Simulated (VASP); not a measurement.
Here is a VASP 6.6.1 calculation.

The input INCAR:

```
ALGO     = Normal         # electronic algorithm
EDIFF    = 1E-7           # SCF threshold, eV
ENCUT    = 520            # plane-wave cutoff, eV
GGA      = PS             # functional
ISIF     = 2              # what is computed and relaxed
ISMEAR   = 0              # smearing method
LASPH    = True           # aspherical terms in the spheres
LCHARG   = True           # write CHGCAR
LELF     = True           # ELF
LREAL    = False          # projectors in reciprocal space
LVHAR    = True         
LWAVE    = False          # write WAVECAR
NBANDS   = 26             # bands
NELM     = 100            # most SCF steps
PREC     = Accurate       # precision mode
SIGMA    = 0.15           # smearing width, eV
```

KPOINTS

```
k-points
0
Gamma
  10 10 10
```

POSCAR

```
Si
1.0
   -3.5243761165      3.5243761165      3.1240069896
    3.5243761165     -3.5243761165      3.1240069896
    3.5243761165      3.5243761165     -3.1240069896
Si
8
Direct
    0.2047947401      0.2047947401      0.2047947401
    0.5000000000      0.0000000000      0.2952052599
    0.2952052599      0.5000000000      0.0000000000
    0.0000000000      0.2952052599      0.5000000000
    0.7952052599      0.7952052599      0.7952052599
    0.5000000000      0.0000000000      0.7047947401
    0.7047947401      0.5000000000      0.0000000000
    0.0000000000      0.7047947401      0.5000000000
```

Potentials or basis: VASP PAW PBE potentials, release 64 (Si).

Run with:

```console
$ cat potpaw_PBE.64/Si/POTCAR > POTCAR
$ mpirun -np 1 vasp_std > vasp.out
```

(1) Estimate the largest force.

(2) Predict the band gap on the k mesh.

(3) Estimate the pressure.

## Answers

(1) 0.628 eV/Å.

(2) zero (bands 16 and 17 overlap by 0.37 eV).

(3) -6.1 GPa.

Caveat: the stress differs along the axes, from -11 to 3 GPa; semilocal functionals underestimate gaps, and a narrow one can read as zero; the PAW data sets were made with another functional, which shifts forces and pressure a little.
